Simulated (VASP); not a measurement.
# Pt (C2/m) in VASP: a series of runs

Runs on Pt. Level: PBE. Tasks: single point.

Everything below comes from runs of VASP 6.6.1. Logs are shortened: lines on timing, memory, paths and dates and some standing lists are left out, and cuts for length are marked.

**1. The cell of the first run**

Symmetry: C2/m, No. 12, monoclinic system. The conventional cell has a = 4.862 Å, b = 2.807 Å, c = 4.862 Å, α = 90.00°, β = 109.47°, γ = 90.00°. Pt (site symmetry m) has 12 Pt at 2.79 to 2.82 Å within 3.7 Å.

**2. Single point, PBE (atoms displaced along a vibrational mode)**

INCAR reads:

```
SYSTEM = Pt
PREC = Accurate
ENCUT = 500
EDIFF = 1E-6
ISMEAR = 0
SIGMA = 0.15
LREAL = .FALSE.
LASPH = .TRUE.
NELM = 120
ALGO = Normal
ISIF = 2
LWAVE = .FALSE.
LCHARG = .FALSE.
GGA = PE
NBANDS = 17
GGA_COMPAT = .FALSE.
```

KPOINTS reads:

```
Automatic mesh
0
G
  24 24 24
  0 0 0
```

POSCAR reads:

```
Pt
1.0
    0.0000000000     -1.9850550544     -1.9850550544
   -1.9850550544      0.0000000000     -1.9850550544
    1.9850550544      1.9850550544     -3.9701101089
Pt
2
Direct
    0.5030849141      0.5030849141      0.5000000000
   -0.0030849141     -0.0030849141      0.0000000000
```

Potentials or basis: VASP PAW PBE potentials, release 64 (Pt).

Started as:

```
$ cat potpaw_PBE.64/Pt/POTCAR > POTCAR
$ mpirun -np 1 vasp_std > vasp.out
```

OUTCAR:

```text
SYSTEM = Pt
   PREC = Accurate
   ENCUT = 500
   EDIFF = 1E-6
   ISMEAR = 0
   LREAL = .FALSE.
   LASPH = .TRUE.
   NELM = 120
   ISIF = 2
   GGA = PE

 ion  position               nearest neighbor table
   1  0.503  0.503  0.500-   2 2.79   2 2.80   2 2.80   2 2.82   2 2.82   2 2.82
   2  0.997  0.997  0.000-   1 2.79   1 2.80   1 2.80   1 2.82   1 2.82   1 2.82

  LATTYP: Found a trigonal (rhomboedric) cell.
 ALAT       =     4.8623719947
 COS(alpha) =     0.8333333333

  Lattice vectors:

 A1 = (   1.9850550544,   3.9701101088,  -1.9850550545)
 A2 = (   3.9701101088,   1.9850550544,  -1.9850550545)
 A3 = (   1.9850550544,   1.9850550544,  -3.9701101089)

Analysis of symmetry for initial positions (statically):
=====================================================================
 Subroutine PRICEL returns:
 Original cell was already a primitive cell.

 Routine SETGRP: Setting up the symmetry group for a
 trigonal (rhombohedral) supercell.

 Subroutine GETGRP returns: Found  4 space group operations
 (whereof  2 operations were pure point group operations)
 out of a pool of 12 trial point group operations.

The static configuration has the point symmetry C_1h.
 The point group associated with its full space group is C_2h.

Analysis of symmetry for dynamics (positions and initial velocities):
=====================================================================
 Subroutine PRICEL returns:
 Original cell was already a primitive cell.

 Routine SETGRP: Setting up the symmetry group for a
 trigonal (rhombohedral) supercell.

 Subroutine GETGRP returns: Found  4 space group operations
 (whereof  2 operations were pure point group operations)
 out of a pool of 12 trial point group operations.

The dynamic configuration has the point symmetry C_1h.
 The point group associated with its full space group is C_2h.

 Subroutine INISYM returns: Found  4 space group operations
 (whereof  2 operations are pure point group operations),
 and found     1 'primitive' translations

----------------------------------------------------------------------------------------

                                     Primitive cell

  volume of cell :      31.2880

  direct lattice vectors                    reciprocal lattice vectors
     0.000000000 -1.985055054 -1.985055054     0.125941091 -0.377823274 -0.125941091
    -1.985055054  0.000000000 -1.985055054    -0.377823274  0.125941091 -0.125941091
     1.985055054  1.985055054 -3.970110109     0.125941091  0.125941091 -0.125941091

  length of vectors
     2.807291780  2.807291780  4.862371995     0.417699346  0.417699346  0.218136369

  position of ions in fractional coordinates (direct lattice)
     0.503084914  0.503084914  0.500000000
     0.996915086  0.996915086  0.000000000

  ion indices of the primitive-cell ions
   primitive index   ion index
                 1           1
                 2           2

----------------------------------------------------------------------------------------

 KPOINTS: Automatic mesh

Automatic generation of k-mesh.
 Grid dimensions read from file:
 generate k-points for:   24   24   24

 Generating k-lattice:

  Cartesian coordinates                     Fractional coordinates (reciprocal lattice)
     0.005247545 -0.015742636 -0.005247545     0.041666667  0.000000000  0.000000000
    -0.015742636  0.005247545 -0.005247545     0.000000000  0.041666667  0.000000000
     0.005247545  0.005247545 -0.005247545     0.000000000  0.000000000  0.041666667

  Length of vectors
     0.017404139  0.017404139  0.009089015

  Shift w.r.t. Gamma in fractional coordinates (k-lattice)
     0.000000000  0.000000000  0.000000000

 Subroutine IBZKPT returns following result:
 ===========================================

 Found   3614 irreducible k-points:

 Following reciprocal coordinates:
            Coordinates               Weight
  0.000000  0.000000  0.000000      1.000000
  0.041667  0.000000  0.000000      4.000000
 -0.041667 -0.041667 -0.041667      2.000000
  0.083333  0.000000  0.000000      4.000000
 -0.083333 -0.083333 -0.083333      2.000000
  0.125000  0.000000  0.000000      4.000000
[... 16 lines left out ...]
 -0.458333 -0.458333 -0.458333      2.000000
  0.500000  0.000000  0.000000      2.000000
 [... further k-points ...]
   k-points           NKPTS =   3614   k-points in BZ     NKDIM =   3614   number of bands    NBANDS=     17
   number of dos      NEDOS =    301   number of ions     NIONS =      2
   total plane-waves  NPLWV =  14400
   dimension x,y,z NGX =    20 NGY =   20 NGZ =   36
   dimension x,y,z NGXF=    40 NGYF=   40 NGZF=   72
   ions per type =               2
   NGX,Y,Z   is equivalent  to a cutoff of  11.84, 11.84, 12.31 a.u.
   NGXF,Y,Z  is equivalent  to a cutoff of  23.69, 23.69, 24.62 a.u.
 SYSTEM =  Pt
   PREC   = accura    normal or accurate (medium, high low for compatibility)
   ISTART =      0    job   : 0-new  1-cont  2-samecut
   ICHARG =      2    charge: 1-file 2-atom 10-const
   ISPIN  =      1    spin polarized calculation?
   LNONCOLLINEAR =      F non collinear calculations
   LSORBIT =      F    spin-orbit coupling
   LASPH  =      T    aspherical Exc in radial PAW
   ENCUT  =  500.0 eV  36.75 Ry    6.06 a.u.   5.12  5.12  8.87*2*pi/ulx,y,z
   NELM   =    120;   NELMIN=  2; NELMDL= -5     # of ELM steps
   EDIFF  = 0.1E-05   stopping-criterion for ELM
   LREAL  =      F    real-space projection
   EDIFFG = 0.1E-04   stopping-criterion for IOM
   NSW    =      0    number of steps for IOM
   IBRION =     -1    ionic relax: 0-MD 1-quasi-New 2-CG
   NFREE  =      0    steps in history (QN), initial steepest desc. (CG)
   ISIF   =      2    stress and relaxation
   ISYM   =      2    0-nonsym 1-usesym 2-fastsym
   POTIM  = 0.5000    time-step for ionic-motion
   TEBEG  =    0.0;   TEEND  =   0.0 temperature during run
   PSTRESS=    0.0 pullay stress
   NELECT =      20.0000    total number of electrons
   NUPDOWN=      -1.0000    fix difference up-down
   EMIN   =  10.00;   EMAX   =-10.00  energy-range for DOS
   EFERMI =   0.00;   METHOD = LEGACY
   ISMEAR =     0;   SIGMA  =   0.15  broadening in eV -4-tet -1-fermi 0-gaus
   EFERMI_NEDOS =   21; number of points for ismear=-14 and -15
   IALGO  =     38    algorithm
   IMIX   =      4    mixing-type and parameters
     AMIX     =   0.40;   BMIX     =  1.00
     AMIX_MAG =   1.60;   BMIX_MAG =  1.00
  volume/ion in A,a.u.               =      15.64       105.57
  Fermi-wavevector in a.u.,A,eV,Ry     =   1.410238  2.664963 27.058858  1.988770
  Thomas-Fermi vector in A             =   2.532212
   LORBIT       =      0    0 simple, 1 ext, 2 COOP (PROOUT), +10 PAW based schemes
   GGA     = PE    functional components
   LHFCALC =     F    Hartree Fock is set to
   AEXX    =    0.0000 exact exchange contribution
   IVDW    =     0    specifies the selected vdW correction
   LEPSILON=     F    determine dielectric tensor
   LRPA    =     F    only Hartree local field effects (RPA)
 non-spin polarized calculation
 Gauss-broadening in eV      SIGMA  =   0.15
  energy-cutoff  :      500.00
  volume of cell :       31.29
 maximum number of plane-waves:       814
   NGX = 11   NGY = 11   NGZ = 17

 number of electron      20.0000002 magnetization

 Free energy of the ion-electron system (eV)
  ---------------------------------------------------
  ext. energy  EPLUGINS =         0.00000000
  ---------------------------------------------------
  free energy    TOTEN  =       -12.21751256 eV

  energy without entropy =      -12.17206646  energy(sigma->0) =      -12.19478951

 E-fermi :  10.5683     XC(G=0): -13.2712

 val. band max:       10.5683003563   @ k =   0.3750   0.1250   0.2083
 cond. band min:      10.5694591230   @ k =  -0.2083   0.5000   0.1667
 fundamental gap:      0.0011587667
 Fermi energy:        10.5683081944

 k-point     1 :       0.0000    0.0000    0.0000
  band No.  band energies     occupation
      1       0.7637      2.00000
      2       3.6254      2.00000
      3       6.9481      2.00000
      4       6.9491      2.00000
      5       7.0021      2.00000
      6       7.0056      2.00000
[... 9 lines left out ...]
     16      29.3027      0.00000
     17      29.3069      0.00000

 k-point     2 :       0.0417    0.0000    0.0000
  band No.  band energies     occupation
      1       0.8259      2.00000
      2       3.6796      2.00000
      3       6.9065      2.00000
      4       6.9708      2.00000
      5       6.9916      2.00000
      6       7.0298      2.00000
[... 9 lines left out ...]
     16      29.0703      0.00000
     17      29.2774      0.00000

 k-point     3 :      -0.0417   -0.0417   -0.0417
  band No.  band energies     occupation
      1       0.8259      2.00000
      2       3.6796      2.00000
      3       6.9072      2.00000
      4       6.9708      2.00000
      5       6.9906      2.00000
      6       7.0308      2.00000
[... 9 lines left out ...]
     16      29.0733      0.00000
     17      29.2766      0.00000

 k-point     4 :       0.0833    0.0000    0.0000
  band No.  band energies     occupation
      1       1.0103      2.00000
      2       3.8383      2.00000
      3       6.7881      2.00000
      4       6.8709      2.00000
      5       7.1110      2.00000
      6       7.1174      2.00000
[... 9 lines left out ...]
     16      28.4426      0.00000
     17      29.0538      0.00000
[... 343 lines left out ...]
      1       4.5745      2.00000
      2       4.7451      2.00000
      3       5.7441      2.00000
      4       5.8223      2.00000
      5       7.0775      2.00000
      6       7.3598      2.00000
[... 9 lines left out ...]
     16      25.4053      0.00000
     17      25.8692      0.00000

 k-point    23 :      -0.4583   -0.4583   -0.4583
  band No.  band energies     occupation
      1       4.5722      2.00000
      2       4.7467      2.00000
      3       5.7305      2.00000
      4       5.8332      2.00000
      5       7.0841      2.00000
      6       7.3673      2.00000
[... 9 lines left out ...]
     16      25.4229      0.00000
     17      25.8774      0.00000

 k-point    24 :       0.5000    0.0000    0.0000
  band No.  band energies     occupation
      1       4.6530      2.00000
      2       4.6723      2.00000
      3       5.7497      2.00000
      4       5.7911      2.00000
      5       7.2334      2.00000
      6       7.2527      2.00000
[... 9 lines left out ...]
     16      24.4390      0.00000
     17      25.8790      0.00000

 [... further k-points ...]

------------------------ aborting loop because EDIFF is reached ----------------------------------------

  FORCE on cell =-STRESS in cart. coord.  units (eV):
  Direction    XX          YY          ZZ          XY          YZ          ZX
  --------------------------------------------------------------------------------------
  -------------------------------------------------------------------------------------
  Total       -0.0684615     -0.0684615     -0.0751469      0.0015792      0.0022632      0.0022632
  in kB       -3.5057369     -3.5057369     -3.8480799      0.0808661      0.1158924      0.1158920
  external PRESSURE =      -3.6198512 kB  Pullay stress =       0.0000000 kB

 VOLUME and BASIS-vectors are now :
 -----------------------------------------------------------------------------
  energy-cutoff  :      500.00
  volume of cell :       31.29
      direct lattice vectors                 reciprocal lattice vectors
     0.000000000 -1.985055054 -1.985055054     0.125941091 -0.377823274 -0.125941091
    -1.985055054  0.000000000 -1.985055054    -0.377823274  0.125941091 -0.125941091
     1.985055054  1.985055054 -3.970110109     0.125941091  0.125941091 -0.125941091

 POSITION                                       TOTAL-FORCE (eV/Angst)
 -----------------------------------------------------------------------------------
     -0.00612     -0.00612     -3.98236         0.034868      0.034868      0.069532
     -1.97893     -1.97893     -3.95786        -0.034868     -0.034868     -0.069532
 -----------------------------------------------------------------------------------
    total drift:                               -0.000000      0.000000     -0.000000

  FREE ENERGIE OF THE ION-ELECTRON SYSTEM (eV)
  ---------------------------------------------------
  free  energy   TOTEN  =       -12.2175125589 eV

  energy  without entropy=      -12.1720664623  energy(sigma->0) =      -12.19478951
```

It took 15 min on 1 thread of Intel Xeon Platinum 8488C (Sapphire Rapids), shared host; peak memory 1.4 GiB.

Results:

- Free energy: -12.2175 eV
- Pressure: -0.4 GPa
- Largest force: 0.085 eV/Å
- Band gap on the k mesh: zero (bands 10 and 11 overlap by 1.77 eV)

Forces in eV/Å, atoms in the order of the input:
```
Pt   0.035  0.035  0.070
Pt  -0.035 -0.035 -0.070
```

Levels at points of the mesh, in eV from the Fermi level:
```
           k point  band 6  band 7  band 8  band 9  band 10  band 11  band 12  band 13  band 14  band 15
(0.00, 0.00, 0.00)   -3.56   -3.56   -1.54   -1.54    -0.32     0.03     0.03     5.57    14.30    14.74
(0.50, 0.00, 0.00)   -3.32   -2.06   -2.04    0.15     0.17     2.92     2.98     7.17     7.29    13.68
(0.50, 0.50, 0.50)   -3.30   -2.08   -2.04    0.14     0.18     2.88     3.01     7.11     7.35    13.59
(0.50, 0.50, 0.00)   -0.33    0.00    0.03    0.04     0.46     0.47     1.86     5.57     8.49    11.28
(0.00, 0.50, 0.50)   -0.32    0.00    0.03    0.04     0.46     0.46     1.86     5.57     8.49    11.28
(0.00, 0.00, 0.50)   -3.22   -3.19   -3.19   -1.44    -1.43    -1.29    -1.29    13.10    13.10    16.32
```

Caveat: the cell differs from its parent crystal (atoms displaced along a vibrational mode); spin-orbit coupling is left out, which moves the levels of the heavy elements.

**3. Single point, PBE (atoms displaced along a vibrational mode)**

INCAR reads:

```
ALGO = Normal ; EDIFF = 1E-6
ENCUT = 500 ; GGA = PE
GGA_COMPAT = F ; ISIF = 2
ISMEAR = 0 ; LASPH = T
LCHARG = T ; LELF = T
LREAL = F ; LVHAR = T
LWAVE = F ; NBANDS = 17
NELM = 120 ; PREC = Accurate
SIGMA = 0.15
```

KPOINTS reads:

```
k-points
0
Gamma
  24 24 24
```

POSCAR reads:

```
Pt
1.0
    0.0000000000     -1.9850550544     -1.9850550544
   -1.9850550544      0.0000000000     -1.9850550544
    1.9850550544      1.9850550544     -3.9701101089
Pt
2
Direct
    0.5061698282      0.5061698282      0.5000000000
   -0.0061698282     -0.0061698282      0.0000000000
```

Potentials or basis: VASP PAW PBE potentials, release 64 (Pt).

Started as:

```
$ cat potpaw_PBE.64/Pt/POTCAR > POTCAR
$ mpirun -np 1 vasp_std > vasp.out
```

Wall time 18 min (1 thread of Oxide Virtual Turin-like, shared host); peak memory 1.4 GiB.

The run converged. Its results:

- Free energy: -12.2137 eV
- Pressure: -0.3 GPa
- Largest force: 0.169 eV/Å
- Band gap on the k mesh: zero (bands 10 and 11 overlap by 1.72 eV)

Forces in eV/Å, atoms in the order of the input:
```
Pt   0.069  0.069  0.137
Pt  -0.069 -0.069 -0.137
```

Stress tensor (GPa, compression positive):
```
-0.25  0.13 -0.05
 0.13 -0.25 -0.05
-0.05 -0.05 -0.38
```

Levels at points of the mesh, in eV from the Fermi level:
```tsv
k point	band 8	band 9	band 10	band 11	band 12	band 13
(0.00, 0.00, 0.00)	-1.54	-1.54	-0.32	0.02	0.03	5.57
(0.50, 0.00, 0.00)	-2.02	0.14	0.18	2.88	3.01	7.11
(0.50, 0.50, 0.50)	-2.02	0.12	0.20	2.82	3.08	6.99
(0.50, 0.50, 0.00)	0.02	0.04	0.46	0.50	1.88	5.56
(0.00, 0.50, 0.50)	0.03	0.04	0.45	0.47	1.86	5.57
(0.00, 0.00, 0.50)	-3.16	-1.51	-1.50	-1.22	-1.21	13.10
```

Caveat: the cell differs from its parent crystal (atoms displaced along a vibrational mode); spin-orbit coupling is left out, which moves the levels of the heavy elements.
